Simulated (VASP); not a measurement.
## SrCl2: single point with RPBE

Crystal: SrCl2.

```
CELL_PARAMETERS angstrom
0.00000 3.48835 3.48835
3.48835 0.00000 3.48835
3.48835 3.48835 0.00000
ATOMIC_POSITIONS crystal
Sr 0.00000 0.00000 0.00000
Cl 0.25000 0.25000 0.25000
Cl 0.75000 0.75000 0.75000
```

```yaml
Program: VASP 6.6.1
Task: single point
Functional: RPBE
Potentials_or_basis: VASP PAW PBE potentials, release 64 (Sr_sv, Cl)
Cutoff: 500 eV
k_mesh: 5 × 5 × 5, shifted
Occupations: gaussian, width 0.01 eV
Spin: no spin polarisation
Dipole_correction: no
Further_INCAR_settings: ALGO = Normal; EDIFF = 1e-06; NBANDS = 19; ISYM = -1
```

- Pressure: 3.0 GPa
- Band gap on the k mesh: 5.94 eV

Levels at points of the mesh, in eV from the valence-band top:
```
           k point  band 8  band 9  band 10  band 11  band 12  band 13  band 14  band 15  band 16  band 17
(0.50, 0.50, 0.50)   -1.45   -1.37    -1.20    -0.95    -0.95     6.96     6.96     7.69     8.28     8.77
```

Run time: 36 s on 1 thread of Intel(R) Xeon(R) 6975P-C (Granite Rapids) (shared host), peak memory 0.25 GiB.

Caveat: the cell stands under pressure; the PAW data sets were made with another functional, which shifts forces and pressure a little; a shifted mesh leaves out Γ, where band edges can lie. A k mesh can miss the band edges.
